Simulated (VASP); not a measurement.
# Cs (Im-3m) in VASP: notebook, part 2 of 2

VASP 6.6.1. The steps go on from the part before.

**4. Single point, PBEsol**

This run uses another cell than the first one, of 107.62 Å³/atom, 1.020 times its volume.

INCAR

```
PREC     = Accurate       # precision mode
ENCUT    = 500            # plane-wave cutoff, eV
EDIFF    = 1E-6           # SCF threshold, eV
ISMEAR   = -1             # smearing method
SIGMA    = 0.05           # smearing width, eV
LREAL    = F              # projectors in reciprocal space
LASPH    = T              # aspherical terms in the spheres
NELM     = 120            # most SCF steps
ALGO     = Normal         # electronic algorithm
ISIF     = 2              # what is computed and relaxed
LWAVE    = F              # write WAVECAR
LCHARG   = T              # write CHGCAR
GGA      = PS             # functional
LELF     = T              # ELF
LVHAR    = T            
NBANDS   = 10             # bands
GGA_COMPAT= F
```

KPOINTS

```
regular mesh
0
Gamma
  5 5 5
```

POSCAR

```
Cs
1.0
   -2.9964493213      2.9964493213      2.9964493213
    2.9964493213     -2.9964493213      2.9964493213
    2.9964493213      2.9964493213     -2.9964493213
Cs
1
Direct
    0.0000000000      0.0000000000      0.0000000000
```

Run with:

```
> cat potpaw_PBE.64/Cs_sv/POTCAR > POTCAR
> mpirun -np 1 vasp_std > vasp.out
```

It took 20 s on 1 thread of Intel Xeon 8259CL, shared host; peak memory 0.22 GiB.

Results (log left out):

- Free energy: -0.9550 eV
- Pressure: 0.0 GPa

Levels at points of the mesh, in eV from the Fermi level:
```
           k point  band 1  band 2  band 3  band 4  band 5  band 6  band 7  band 8  band 9
(0.00, 0.00, 0.00)  -23.87  -10.57  -10.57  -10.57   -1.81    2.48    2.48    2.48    3.40
```

Caveat: the PAW data sets were made with another functional, which shifts forces and pressure a little; spin-orbit coupling is left out, which moves the levels of the heavy elements.

**5. Single point, PBEsol**

This run uses another cell than the first one, of 109.77 Å³/atom, 1.041 times its volume.

INCAR

```
PREC = Accurate ; ENCUT = 500
EDIFF = 1E-6 ; ISMEAR = -1
SIGMA = 0.05 ; LREAL = False
LASPH = True ; NELM = 120
ALGO = Normal ; ISIF = 2
LWAVE = False ; LCHARG = False
GGA = PS ; NBANDS = 10
GGA_COMPAT = False
```

KPOINTS is that of step 4.

POSCAR

```
Cs
1.0
   -3.0162939349      3.0162939349      3.0162939349
    3.0162939349     -3.0162939349      3.0162939349
    3.0162939349      3.0162939349     -3.0162939349
Cs
1
Direct
    0.0000000000      0.0000000000      0.0000000000
```

Run with:

```
> cat potpaw_PBE.64/Cs_sv/POTCAR > POTCAR
> mpirun -np 1 vasp_std > vasp.out
```

It took 17 s on 1 thread of Intel Xeon 8259CL, shared host; peak memory 0.23 GiB.

It converged, with:

| Property | Result |
| --- | --- |
| Free energy | -0.9548 eV |
| Pressure | 0.0 GPa |

Levels at points of the mesh, in eV from the Fermi level:
| k point | band 1 | band 2 | band 3 | band 4 | band 5 | band 6 | band 7 | band 8 |
| --- | --- | --- | --- | --- | --- | --- | --- | --- |
| (0.00, 0.00, 0.00) | -23.87 | -10.59 | -10.59 | -10.59 | -1.79 | 2.47 | 2.47 | 2.47 |

Caveat: the PAW data sets were made with another functional, which shifts forces and pressure a little; spin-orbit coupling is left out, which moves the levels of the heavy elements.

**6. Relaxation of volume and atoms at fixed shape, PBEsol**

This run uses another cell than the first one, of 111.66 Å³/atom, 1.059 times its volume.

INCAR

```
SYSTEM = Cs
ALGO     = Normal         ! electronic algorithm
EDIFF    = 1E-7           ! SCF threshold, eV
EDIFFG   = -0.03          ! ionic threshold
ENCUT    = 500            ! plane-wave cutoff, eV
GGA      = PS             ! functional
GGA_COMPAT= .FALSE.      
IBRION   = 2              ! ionic algorithm
ISIF     = 8              ! what is computed and relaxed
ISMEAR   = -1             ! smearing method
LASPH    = .TRUE.         ! aspherical terms in the spheres
LCHARG   = .FALSE.        ! write CHGCAR
LREAL    = .FALSE.        ! projectors in reciprocal space
LWAVE    = .FALSE.        ! write WAVECAR
NELM     = 120            ! most SCF steps
NELMIN   = 4            
NSW      = 80             ! ionic steps
PREC     = Accurate       ! precision mode
SIGMA    = 0.05           ! smearing width, eV
```

KPOINTS

```
k-points
0
G
  5 5 5
  0 0 0
```

POSCAR

```
Cs
1.0
   -3.0335000000      3.0335000000      3.0335000000
    3.0335000000     -3.0335000000      3.0335000000
    3.0335000000      3.0335000000     -3.0335000000
Cs
1
Direct
    0.0000000000      0.0000000000      0.0000000000
```

Potentials or basis: VASP PAW PBE potentials, release 64 (Cs_sv).

Run with:

```
> cat potpaw_PBE.64/Cs_sv/POTCAR > POTCAR
> mpirun -np 1 vasp_std > vasp.out
```

Run time: 40 s. Hardware: 1 thread of Intel Xeon 8259CL, shared host; peak memory 0.23 GiB.

The run converged. Its results:

```
Free energy                            : -0.9551 eV
Relaxed volume                         : 108.28 Å³/atom
Relaxed cell                           : a = 5.201 Å, b = 5.201 Å, c = 5.201 Å, α = 109.47°, β = 109.47°, γ = 109.47°
Space group after relaxing (to 0.05 Å) : Im-3m (No. 229)
Energy gained by relaxing              : 1.0 meV/atom
Ionic steps                            : 3
Pressure after relaxing                : 0.0 GPa
```

The path:
```tsv
step	energy change (eV)	largest force (eV/Å)	pressure (GPa)	volume (Å³)
1	0.0000	0.0000	-0.08	111.66
2	-0.0004	0.0000	-0.06	110.81
3	-0.0010	0.0000	-0.02	108.28
```

Final structure:
```
CELL_PARAMETERS angstrom
-3.00258 3.00258 3.00258
3.00258 -3.00258 3.00258
3.00258 3.00258 -3.00258
ATOMIC_POSITIONS crystal
Cs 0.00000 0.00000 0.00000
```

Levels at points of the mesh, in eV from the Fermi level:
| k point | band 1 | band 2 | band 3 | band 4 | band 5 | band 6 | band 7 | band 8 |
| --- | --- | --- | --- | --- | --- | --- | --- | --- |
| (0.00, 0.00, 0.00) | -23.87 | -10.58 | -10.58 | -10.58 | -1.80 | 2.48 | 2.48 | 2.48 |

Caveat: the PAW data sets were made with another functional, which shifts forces and pressure a little; spin-orbit coupling is left out, which moves the levels of the heavy elements.

**7. Overview**

```csv
task,cell,gap on the mesh (eV),pressure (GPa)
single point,"a = 5.155 Å, angles 109.5°, 1 atom",none,0.0
single point,"a = 5.190 Å, angles 109.5°, 1 atom",none,0.0
single point,"a = 5.224 Å, angles 109.5°, 1 atom",none,0.0
relaxation of volume and atoms at fixed shape,"relaxed from a = 5.254 Å, angles 109.5°, 1 atom",none,0.0
```

Alike in all rows: level PBEsol; potentials or basis VASP PAW PBE potentials, release 64 (Cs_sv); no spin polarisation; k mesh 5 × 5 × 5; cutoff (eV) 500; smearing fermi-dirac 0.05 eV.

Caveats: the PAW data sets were made with another functional, which shifts forces and pressure a little; spin-orbit coupling is left out, which moves the levels of the heavy elements.

Total energies depend on the potentials used, so only differences within one code and one set of settings carry meaning.
